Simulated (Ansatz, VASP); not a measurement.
# CuO in VASP and in Ansatz

```
Cu O
1.0
     0.00000    2.26180    2.26180
     2.26180    0.00000    2.26180
     2.26180    2.26180    0.00000
Cu O
1 1
Direct
  0.00000 0.00000 0.00000
  0.25000 0.25000 0.25000
```

Alike in both runs: task single point; functional PBE; k mesh 8 × 8 × 8; occupations fermi-dirac, width 0.05 eV; no spin polarisation.

```csv
,VASP,Ansatz
version,VASP 6.6.1,Ansatz 0.2.0
potentials or method,"VASP PAW PBE potentials, release 64 (Cu, O), cutoff 520 eV","all-electron LAPW, scalar-relativistic"
```

|  | VASP | Ansatz | Ansatz less VASP |
| --- | --- | --- | --- |
| pressure (GPa) | 0.5 | 0.0 | -0.55 |

Ansatz ran all-electron here, and VASP with PAW potentials.
